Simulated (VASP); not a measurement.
Wanted: the native input for a VASP 6.6.1 run.

* Task: single point
* Functional: PBE
* Potentials or basis: VASP PAW PBE potentials, release 64 (Mg, Hf_pv, Cu)
* Cutoff: 520 eV
* k mesh: 4 × 4 × 4
* Occupations: gaussian, width 0.1 eV
* Spin: no spin polarisation
* Dipole correction: no
* Further INCAR settings: ALGO = Normal; EDIFF = 1e-06; NBANDS = 22

The structure of HfMg3Cu lies in POSCAR:

```
HfMg3Cu
1.0
    3.6718348713      0.0000000000      0.0000000000
    0.0000000000      3.6718348713      0.0000000000
    0.0000000000      0.0000000000      8.2948600285
Mg Hf Cu
3 1 1
Direct
    0.5000000000      0.5000000000      0.5000000000
    0.0000000000      0.0000000000      0.2943711060
    0.0000000000      0.0000000000      0.7056288940
    0.5000000000      0.5000000000      0.0000000000
    0.0000000000      0.0000000000      0.0000000000
```

The cell was generated, and may not be a known phase.

The input as run:

INCAR

```
PREC = Accurate ; ENCUT = 520
EDIFF = 1E-6 ; ISMEAR = 0
SIGMA = 0.1 ; LREAL = F
LASPH = T ; NELM = 80
ALGO = Normal ; ISIF = 2
LWAVE = F ; LCHARG = F
GGA = PE ; NBANDS = 22
```

KPOINTS

```
regular mesh
0
Gamma
  4 4 4
```

Potentials or basis: VASP PAW PBE potentials, release 64 (Mg, Hf_pv, Cu).

Command:

```console
$ cat potpaw_PBE.64/Mg/POTCAR potpaw_PBE.64/Hf_pv/POTCAR potpaw_PBE.64/Cu/POTCAR > POTCAR
$ mpirun -np 1 vasp_std > vasp.out
```

Results of the run:

```json
{"Pressure": "-0.3 GPa", "Largest force": "0.009 eV/Å", "Band gap on the k mesh": "zero (an odd number of electrons rules out a gap without spin polarisation)"}
```

Caveat: the k points lie up to 0.43 Å⁻¹ apart, too coarse for converged energies and pressures of a metal; spin-orbit coupling is left out, which moves the levels of the heavy elements.

It took 88 s on 1 thread of Intel(R) Xeon(R) Platinum 8488C (Sapphire Rapids), on a shared host, peak memory 0.24 GiB.
